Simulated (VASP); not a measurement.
## Al3Au: single point with PBE

Al3Au:

```
CELL_PARAMETERS angstrom
-2.02931 2.02931 4.05657
2.02931 -2.02931 4.05657
2.02931 2.02931 -4.05657
ATOMIC_POSITIONS crystal
Al 0.75000 0.25000 0.50000
Al 0.25000 0.75000 0.50000
Al 0.50000 0.50000 0.00000
Au 0.00000 0.00000 0.00000
```

```yaml
Program: VASP 6.6.1
Task: single point
Functional: PBE
Potentials_or_basis: VASP PAW PBE potentials, release 64 (Al, Au)
Cutoff: 520 eV
k_mesh: 16 × 16 × 16
Occupations: gaussian, width 0.1 eV
Spin: no spin polarisation
Dipole_correction: no
Further_INCAR_settings: ALGO = Fast; EDIFF = 1e-06; NBANDS = 18
```

```
Pressure               : -0.1 GPa
Band gap on the k mesh : zero (bands 10 and 11 overlap by 3.98 eV)
```

Levels at points of the mesh, in eV from the Fermi level:
| k point | band 8 | band 9 | band 10 | band 11 | band 12 | band 13 |
| --- | --- | --- | --- | --- | --- | --- |
| (0.00, 0.00, 0.00) | 0.05 | 0.05 | 0.39 | 0.69 | 0.82 | 0.82 |
| (0.50, 0.00, 0.00) | -3.49 | -1.77 | 0.40 | 1.26 | 1.52 | 2.89 |
| (0.50, 0.50, 0.00) | -4.42 | -3.96 | -2.15 | -1.57 | 2.13 | 2.98 |
| (0.50, 0.50, 0.50) | -2.52 | -2.52 | -0.38 | 0.95 | 5.12 | 5.66 |

Wall time 8 min on 1 thread of Intel(R) Xeon(R) Platinum 8375C CPU @ 2.90GHz (Ice Lake) (shared host), peak memory 0.55 GiB.

Caveat: spin-orbit coupling is left out, which moves the levels of the heavy elements.
